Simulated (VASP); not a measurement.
Wanted: the native input for a VASP 6.6.1 run.

```
Task                   : relaxation of cell and atoms
Functional             : PBE
Potentials or basis    : VASP PAW PBE potentials, release 64 (In_d, As)
Cutoff                 : 600 eV
k mesh                 : 12 × 12 × 12
Occupations            : gaussian, width 0.1 eV
Spin                   : no spin polarisation
Target pressure        : -3 GPa
Dipole correction      : no
Further INCAR settings : ALGO = Normal; EDIFF = 1e-06; IBRION = 2; EDIFFG = -0.008; NSW = 70; ISIF = 3
```

The structure of InAs lies in POSCAR:

```
InAs
1.0
    0.0000000000      3.1230995686      3.1230995686
    3.1230995686      0.0000000000      3.1230995686
    3.1230995686      3.1230995686      0.0000000000
In As
1 1
Direct
    0.7500000000      0.7500000000      0.7500000000
    0.0000000000      0.0000000000      0.0000000000
```

These files were run (other wordings do the same):

INCAR

```
SYSTEM = InAs
PREC = Accurate ; ENCUT = 600
EDIFF = 1E-6 ; ISMEAR = 0
SIGMA = 0.1 ; LREAL = .FALSE.
LASPH = .TRUE. ; NELM = 100
ALGO = Normal ; ISIF = 3
LWAVE = .FALSE. ; LCHARG = .FALSE.
GGA = PE ; IBRION = 2
NSW = 70 ; EDIFFG = -0.008
PSTRESS = -30.0
```

KPOINTS

```
regular mesh
0
G
  12 12 12
  0 0 0
```

Potentials or basis: VASP PAW PBE potentials, release 64 (In_d, As).

Launch:

```sh
$ cat potpaw_PBE.64/In_d/POTCAR potpaw_PBE.64/As/POTCAR > POTCAR
$ mpirun -np 1 vasp_std > vasp.out
```

Results of the run:

| Property | Result |
| --- | --- |
| Relaxed volume | 31.89 Å³/atom |
| Relaxed cell | a = 4.485 Å, b = 4.485 Å, c = 4.485 Å, α = 60.00°, β = 60.00°, γ = 60.00° |
| Space group after relaxing (to 0.1 Å) | F-43m (No. 216) |
| Energy change on relaxing (the run minimises the enthalpy) | +19.2 meV/atom |
| Ionic steps | 3 |
| Pressure after relaxing | -3.0 GPa |
| Band gap on the k mesh | zero (filled and empty bands touch) |

Caveat: the cell is relaxed towards a set pressure, so the run minimises the enthalpy, not the energy; semilocal functionals underestimate gaps, so a narrow gap can read as zero; spin-orbit coupling is left out, which moves the levels of the heavy elements.

Wall time 3 min on 1 thread of Intel Xeon 8259CL, on a shared host, peak memory 0.27 GiB.
